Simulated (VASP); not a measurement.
# Al: relaxation of cell and atoms with PBEsol

Al:

```xyz
1
Lattice="0.0000 2.0063 2.0063 2.0063 0.0000 2.0063 2.0063 2.0063 0.0000" Properties=species:S:1:pos:R:3 pbc="T T T"
Al    2.0063    2.0063    2.0063
```

| Item | Value |
| --- | --- |
| Program | VASP 6.6.1 |
| Task | relaxation of cell and atoms |
| Functional | PBEsol |
| Potentials or basis | VASP PAW PBE potentials, release 64 (Al) |
| Cutoff | 500 eV |
| k mesh | 8 × 8 × 8 |
| Occupations | gaussian, width 0.1 eV |
| Spin | no spin polarisation |
| Dipole correction | no |
| Further INCAR settings | ALGO = Normal; EDIFF = 1e-07; IBRION = 2; EDIFFG = -0.04; NSW = 90; ISIF = 3 |

```json
{"Pressure after relaxing": "0.4 GPa"}
```

Final structure:
```
Al
1.0
     0.00000    2.00629    2.00629
     2.00629    0.00000    2.00629
     2.00629    2.00629    0.00000
Al
1
Direct
  0.50000 0.50000 0.50000
```

Levels at points of the mesh, in eV from the Fermi level:
```
           k point  band 1  band 2  band 3  band 4  band 5
(0.00, 0.00, 0.00)  -11.33   12.66   12.66   12.66   14.32
(0.50, 0.00, 0.00)   -4.73   -4.45   11.48   11.48   11.57
(0.50, 0.50, 0.00)   -3.02   -1.66    5.21    5.64    5.64
```

It took 5.7 s on 1 thread of AMD EPYC 7R43 64-Core Processor (Zen 3), on a shared host, peak memory 0.09 GiB.

Caveat: the relaxation stopped at its first step, so nothing moved; the PAW data sets were made with another functional, which shifts forces and pressure a little.
